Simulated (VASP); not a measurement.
Write the native input for VASP 6.6.1 that does the following.

```yaml
Task: single point
Functional: HSE06
Potentials_or_basis: VASP PAW PBE potentials, release 64 (K_sv, Br)
Cutoff: 520 eV
k_mesh: 4 × 4 × 4
Occupations: gaussian, width 0.01 eV
Spin: no spin polarisation
Dipole_correction: no
Grid_for_exact_exchange_PRECFOCK: Normal
Further_INCAR_settings: ALGO = Normal; EDIFF = 1e-07; NBANDS = 15
Screening_parameter: 0.2079 1/Å
```

Crystal: KBr.

```xyz
2
Lattice="3.9759 0.0000 0.0000 0.0000 3.9759 0.0000 0.0000 0.0000 3.9759" Properties=species:S:1:pos:R:3 pbc="T T T"
K     0.0000    0.0000    0.0000
Br    1.9879    1.9879    1.9879
```

These files were run (other wordings do the same):

POSCAR

```
KBr
1.0
    3.9758690650      0.0000000000      0.0000000000
    0.0000000000      3.9758690650      0.0000000000
    0.0000000000      0.0000000000      3.9758690650
K Br
1 1
Direct
    0.0000000000      0.0000000000      0.0000000000
    0.5000000000      0.5000000000      0.5000000000
```

INCAR.step1

```
PREC = Accurate
ENCUT = 520
EDIFF = 1E-5
ISMEAR = 0
SIGMA = 0.01
LREAL = False
LASPH = True
NELM = 60
ALGO = Normal
ISIF = 2
LWAVE = True
LCHARG = False
GGA = PE
NBANDS = 15
```

INCAR.step2

```
PREC = Accurate
ENCUT = 520
EDIFF = 1E-7
ISMEAR = 0
SIGMA = 0.01
LREAL = False
LASPH = True
NELM = 60
ALGO = Normal
ISIF = 2
LWAVE = False
LCHARG = False
GGA = PE
LHFCALC = True
HFSCREEN = 0.2079
PRECFOCK = Normal
ISTART = 1
NBANDS = 15
```

KPOINTS

```
Automatic mesh
0
Gamma
  4 4 4
```

Potentials or basis: VASP PAW PBE potentials, release 64 (K_sv, Br).

Run with:

```sh
$ cat potpaw_PBE.64/K_sv/POTCAR potpaw_PBE.64/Br/POTCAR > POTCAR
$ cp INCAR.step1 INCAR
$ mpirun -np 1 vasp_std > vasp.out
$ cp INCAR.step2 INCAR
$ mpirun -np 1 vasp_std > vasp.out
```

It gave:

```
Pressure               : 0.5 GPa
Band gap on the k mesh : 5.19 eV, indirect (least direct gap 5.49 eV)
```

Caveat: the PAW data sets were made with another functional, which shifts forces and pressure a little.

Wall time 9 min on 1 thread of Oxide Virtual Turin-like Processor (shared host), peak memory 0.25 GiB.
